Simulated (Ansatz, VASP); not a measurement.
One calculation of Bi2H, two programs

```
CELL_PARAMETERS angstrom
2.25494 1.30189 4.42576
-2.25494 1.30189 4.42576
0.00000 -2.60378 4.42576
ATOMIC_POSITIONS crystal
Bi 0.22599 0.22599 0.22599
Bi 0.77401 0.77401 0.77401
H 0.50000 0.50000 0.50000
```

Alike in both runs: functional r2SCAN; k mesh 12 × 12 × 12; occupations gaussian, width 0.1 eV; no spin polarisation.

Ansatz relaxed the structure, and its values are those at the end. VASP's run is a single point on that final structure, the one shown.

|  | VASP | Ansatz |
| --- | --- | --- |
| version | VASP 6.6.1 | Ansatz 0.2.0 |
| potentials or method | VASP PAW PBE potentials, release 64 (Bi_d, H), cutoff 520 eV | scalar-relativistic, plane waves, PAW |
| valence electrons in the cell | 31 | 31 |

VASP gave:

```
gap on the k mesh at the Fermi level (eV) : none
pressure (GPa)                            : 0.0
rms of the force components (eV/Å)        : 0.010
```

**Question.** What did Ansatz give for the same quantities?

**Answer.** gap on the k mesh at the Fermi level (eV): none; pressure (GPa): 0.0; rms of the force components (eV/Å): 0.005.

VASP's potentials were made for PBE, not for r2SCAN. A gap of «none» marks a metal or a gap that the smearing closes.

Neither program's run includes spin-orbit coupling.
